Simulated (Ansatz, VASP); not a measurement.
**AlPdC4N4 in VASP and in Ansatz**

```xyz
10
Lattice="5.8549 0.0000 0.0000 0.0000 5.8549 0.0000 0.0000 0.0000 5.8549" Properties=species:S:1:pos:R:3 pbc="T T T"
Al    2.9275    2.9275    2.9275
Pd    0.0000    0.0000    0.0000
C     1.1189    1.1189    1.1189
C     1.1189    4.7360    4.7360
C     4.7360    1.1189    4.7360
C     4.7360    4.7360    1.1189
N     1.7944    1.7944    1.7944
N     1.7944    4.0605    4.0605
N     4.0605    1.7944    4.0605
N     4.0605    4.0605    1.7944
```

Alike in both runs: task single point; functional PBE; k mesh 4 × 4 × 4; occupations gaussian, width 0.1 eV; no spin polarisation.

|  | VASP | Ansatz |
| --- | --- | --- |
| version | VASP 6.6.1 | Ansatz 0.2.0 |
| potentials or method | VASP PAW PBE potentials, release 64 (Al, Pd, C, N), cutoff 520 eV | scalar-relativistic, plane waves, PAW |
| valence electrons in the cell | 49 | 57 |

|  | VASP | Ansatz | Ansatz less VASP |
| --- | --- | --- | --- |
| gap on the k mesh at the Fermi level (eV) | none | none | - |
| pressure (GPa) | 0.5 | 0.3 | -0.25 |
| rms of the force components (eV/Å) | 1.170 | 1.042 | -0.1281 |

Atom by atom the forces differ by 0.200 eV/Å (rms over components). A gap of «none» marks a metal or a gap that the smearing closes. VASP's potentials hold 49 valence electrons a cell and Ansatz's 57, so a difference there can come from the potentials and not from the codes.

Noted on VASP's run: the standard files for N, O and F lose accuracy on very short bonds.
